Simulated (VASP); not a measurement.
Input of a VASP 6.6.1 run:

Contents of INCAR:

```
SYSTEM = SiO2
PREC = Accurate
ENCUT = 600
EDIFF = 1E-6
ISMEAR = -1
SIGMA = 0.08
LREAL = .FALSE.
LASPH = .TRUE.
NELM = 120
ALGO = Normal
ISIF = 2
LWAVE = .FALSE.
LCHARG = .FALSE.
NBANDS = 25
GGA_COMPAT = .FALSE.
```

File KPOINTS:

```
regular mesh
0
G
  8 8 11
  0 0 0
```

POSCAR

```
SiO2
1.0
    3.5179576180      0.0000000000      0.0000000000
    0.0000000000      3.5179576180      0.0000000000
    0.0000000000      0.0000000000      2.3016517546
Si O
2 4
Direct
    0.0000000000      0.0000000000      0.0000000000
    0.5000000000      0.5000000000      0.5000000000
    0.2981098298      0.2981098298      0.0000000000
    0.7018901702      0.7018901702      0.0000000000
    0.7981098298      0.2018901702      0.5000000000
    0.2018901702      0.7981098298      0.5000000000
```

Potentials or basis: VASP PAW LDA potentials, release 64 (Si, O).

Command:

```sh
$ cat potpaw_LDA.64/Si/POTCAR potpaw_LDA.64/O/POTCAR > POTCAR
$ mpirun -np 1 vasp_std > vasp.out
```

Problem. What does it give for the pressure?

Solution. 412.3 GPa.

Problem. Estimate the band gap on the k mesh.

Solution. 6.81 eV.

Stress tensor (GPa, compression positive):
```
411.48   0.00   0.00
  0.00 411.48   0.00
  0.00   0.00 413.89
```

Caveat: the cell stands under pressure; an odd mesh through Γ misses points on the zone boundary, where band edges can lie.
